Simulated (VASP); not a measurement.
# H3C2 (C2/m) in VASP: a series of runs, part 2 of 2

VASP 6.6.1.

### Step 4. Single point, PBE+D3(BJ) (8.78 Å³/atom)

This run uses another cell than the first one, of 8.78 Å³/atom.

File INCAR:

```
SYSTEM = H3C2
ALGO = Normal ; EDIFF = 1E-7
ENCUT = 520 ; GGA = PE
ISIF = 2 ; ISMEAR = 0
IVDW = 12 ; LASPH = .TRUE.
LCHARG = .TRUE. ; LELF = .TRUE.
LREAL = .FALSE. ; LVHAR = .TRUE.
LWAVE = .FALSE. ; NBANDS = 22
NELM = 80 ; PREC = Accurate
SIGMA = 0.02
```

File KPOINTS:

```
k-points
0
G
  6 6 6
  0 0 0
```

File POSCAR:

```
H3C2
1.0
    3.3959587234     -3.1533200106      0.0935566630
    3.3959587234      3.1533200106      0.0935566630
   -0.6349364354      0.0000000000      4.0818490821
H C
6 4
Direct
    0.2602075215      0.2602075215      0.5364019719
    0.7397924785      0.7397924785      0.4635980281
    0.2200384262      0.5019946991      0.2229394425
    0.4980053009      0.7799615738      0.7770605575
    0.7799615738      0.4980053009      0.7770605575
    0.5019946991      0.2200384262      0.2229394425
    0.0808727978      0.0808727978      0.0816880490
    0.9191272022      0.9191272022      0.9183119510
    0.2750501525      0.2750501525      0.2747925100
    0.7249498475      0.7249498475      0.7252074900
```

Launch:

```console
> cat potpaw_PBE.64/H/POTCAR potpaw_PBE.64/C/POTCAR > POTCAR
> mpirun -np 1 vasp_std > vasp.out
```

Run time: 61 s. Hardware: 1 thread of Intel Xeon 6975P-C (Granite Rapids), shared host; peak memory 0.22 GiB.

It converged, with:

```yaml
Free_energy: -57.2915 eV
Pressure: 0.5 GPa
Largest_force: 0.064 eV/Å
Band_gap_on_the_k_mesh: 4.70 eV (least direct gap 4.88 eV)
Dispersion_energy_per_atom: -0.063 eV
```

Forces in eV/Å, atoms in the order of the input:
```
H   -0.001  0.000  0.018
H    0.001  0.000 -0.018
H    0.011  0.014 -0.002
H   -0.011  0.014  0.002
H   -0.011 -0.014  0.002
H    0.011 -0.014 -0.002
C    0.052  0.000  0.038
C   -0.052  0.000 -0.038
C   -0.006  0.000 -0.001
C    0.006  0.000  0.001
```

Stress tensor (GPa, compression positive):
```
0.60 0.00 0.08
0.00 0.44 0.00
0.08 0.00 0.46
```

Levels at points of the mesh, in eV from the valence-band top:
| k point | band 9 | band 10 | band 11 | band 12 | band 13 | band 14 |
| --- | --- | --- | --- | --- | --- | --- |
| (0.00, 0.00, 0.00) | -4.33 | -1.71 | -1.37 | 4.73 | 5.47 | 6.27 |
| (0.50, 0.00, 0.00) | -4.46 | -1.32 | -0.42 | 4.73 | 5.43 | 6.67 |
| (0.50, 0.50, 0.00) | -4.04 | -0.87 | -0.09 | 4.80 | 6.00 | 7.15 |
| (0.00, 0.00, 0.50) | -4.54 | -1.44 | -0.65 | 5.12 | 5.89 | 7.19 |
| (0.50, 0.00, 0.50) | -4.24 | -1.26 | -0.22 | 5.38 | 6.49 | 7.36 |
| (0.50, 0.50, 0.50) | -4.74 | -0.20 | 0.00 | 6.09 | 6.26 | 8.02 |

### Step 5. Single point, PBE+D3(BJ) (9.06 Å³/atom)

This run uses another cell than the first one, of 9.06 Å³/atom.

File INCAR:

```
PREC     = Accurate       # precision mode
ENCUT    = 520            # plane-wave cutoff, eV
EDIFF    = 1E-6           # SCF threshold, eV
ISMEAR   = 0              # smearing method
SIGMA    = 0.02           # smearing width, eV
LREAL    = False          # projectors in reciprocal space
LASPH    = True           # aspherical terms in the spheres
NELM     = 60             # most SCF steps
ALGO     = Normal         # electronic algorithm
ISIF     = 2              # what is computed and relaxed
LWAVE    = False          # write WAVECAR
LCHARG   = False          # write CHGCAR
GGA      = PE             # functional
IVDW     = 12             # dispersion correction
NBANDS   = 22             # bands
```

File KPOINTS:

```
regular mesh
0
Gamma
  6 6 6
```

File POSCAR:

```
H3C2
1.0
    3.3963042955     -3.1862280124      0.0992583922
    3.3963042955      3.1862280124      0.0992583922
   -0.6305108908      0.0000000000      4.1676282761
H C
6 4
Direct
    0.2556997412      0.2556997412      0.5287971849
    0.7443002588      0.7443002588      0.4712028151
    0.2199255440      0.4989765992      0.2235142825
    0.5010234008      0.7800744560      0.7764857175
    0.7800744560      0.5010234008      0.7764857175
    0.4989765992      0.2199255440      0.2235142825
    0.0802854747      0.0802854747      0.0808954816
    0.9197145253      0.9197145253      0.9191045184
    0.2729322783      0.2729322783      0.2730362694
    0.7270677217      0.7270677217      0.7269637306
```

Launch:

```console
> cat potpaw_PBE.64/H/POTCAR potpaw_PBE.64/C/POTCAR > POTCAR
> mpirun -np 1 vasp_std > vasp.out
```

Wall time 52 s (1 thread of Intel Xeon 6975P-C (Granite Rapids), shared host); peak memory 0.24 GiB.

It converged, with:

```yaml
Free_energy: -57.2982 eV
Pressure: 0.2 GPa
Largest_force: 0.064 eV/Å
Band_gap_on_the_k_mesh: 4.69 eV (least direct gap 4.96 eV)
Dispersion_energy_per_atom: -0.061 eV
```

Forces in eV/Å, atoms in the order of the input:
```
H   -0.004  0.000  0.021
H    0.004  0.000 -0.021
H    0.013  0.016 -0.002
H   -0.013  0.016  0.002
H   -0.013 -0.016  0.002
H    0.013 -0.016 -0.002
C    0.050  0.000  0.040
C   -0.050  0.000 -0.040
C   -0.012  0.000 -0.010
C    0.012  0.000  0.010
```

Stress tensor (GPa, compression positive):
```
0.25 0.00 0.06
0.00 0.18 0.00
0.06 0.00 0.20
```

Levels at points of the mesh, in eV from the valence-band top:
```
           k point  band 7  band 8  band 9  band 10  band 11  band 12  band 13  band 14  band 15  band 16
(0.00, 0.00, 0.00)   -4.52   -4.43   -4.33    -1.60    -1.33     4.69     5.56     6.26     8.29     9.07
(0.50, 0.00, 0.00)   -4.80   -4.52   -4.45    -1.26    -0.40     4.82     5.47     6.62     7.17     8.72
(0.50, 0.50, 0.00)   -4.74   -4.39   -4.05    -0.85    -0.08     4.88     6.07     7.16     7.30     7.80
(0.00, 0.00, 0.50)   -4.91   -4.68   -4.53    -1.36    -0.58     5.16     5.88     7.08     7.73     8.59
(0.50, 0.00, 0.50)   -4.87   -4.62   -4.22    -1.17    -0.19     5.42     6.52     7.34     8.15     8.58
(0.50, 0.50, 0.50)   -5.03   -4.91   -4.70    -0.16     0.00     6.15     6.33     7.92     8.29     8.42
```

A k mesh can miss the band edges.

### Step 6. Summary

| cell | gap on the mesh (eV) | pressure (GPa) | largest force (eV/Å) |
| --- | --- | --- | --- |
| a = 4.623, b = 4.623, c = 3.922 Å, angles 96.8, 96.8, 83.4°, 10 atoms, atomic positions A | 4.60 | 1.2 | 0.07 |
| a = 4.627, b = 4.627, c = 4.028 Å, angles 96.0, 96.0, 84.6°, 10 atoms, atomic positions B | 4.63 | 0.8 | 0.07 |
| a = 4.635, b = 4.635, c = 4.131 Å, angles 95.3, 95.3, 85.7°, 10 atoms, atomic positions C | 4.70 | 0.5 | 0.06 |
| a = 4.658, b = 4.658, c = 4.215 Å, angles 95.0, 95.0, 86.3°, 10 atoms, atomic positions D | 4.69 | 0.2 | 0.06 |

Alike in all rows: task single point; level PBE+D3(BJ); potentials or basis VASP PAW PBE potentials, release 64 (H, C); no spin polarisation; k mesh 6 × 6 × 6; cutoff (eV) 520; smearing gaussian 0.02 eV.

Absolute energies hang on the potentials; compare differences alone.
